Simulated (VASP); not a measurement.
Ga, 1 atom in the cell. The structure is hexagonal, space group P6/mmm (No. 191). The conventional cell has a = 2.864 Å, b = 2.864 Å, c = 2.734 Å, α = 90.00°, β = 90.00°, γ = 120.00°. Ga (site symmetry 6/mmm) has 8 Ga at 2.73 to 2.86 Å within 3.6 Å. This isn't the form of Ga at room conditions, which is orthorhombic.

```yaml
Program: VASP 6.6.1
Task: single point
Functional: PBE
Potentials_or_basis: VASP PAW PBE potentials, release 64 (Ga_d)
Cutoff: 520 eV
k_mesh: 21 × 21 × 20
Occupations: gaussian, width 0.1 eV
Spin: no spin polarisation
Dipole_correction: no
Further_INCAR_settings: ALGO = Fast; EDIFF = 1e-06; NBANDS = 12
```

Potentials or basis: VASP PAW PBE potentials, release 64 (Ga_d).

The run is started by

```sh
$ cat potpaw_PBE.64/Ga_d/POTCAR > POTCAR
$ mpirun -np 1 vasp_std > vasp.out
```

Hardware: 1 thread of Intel(R) Xeon(R) 6975P-C (Granite Rapids), with other jobs on the host.

Question: Estimate the wall time of this run.

Answer: Wall time 28 s on 1 thread of Intel(R) Xeon(R) 6975P-C (Granite Rapids), on a shared host, peak memory 0.23 GiB. Counts: scf iterations 11, k points 528.
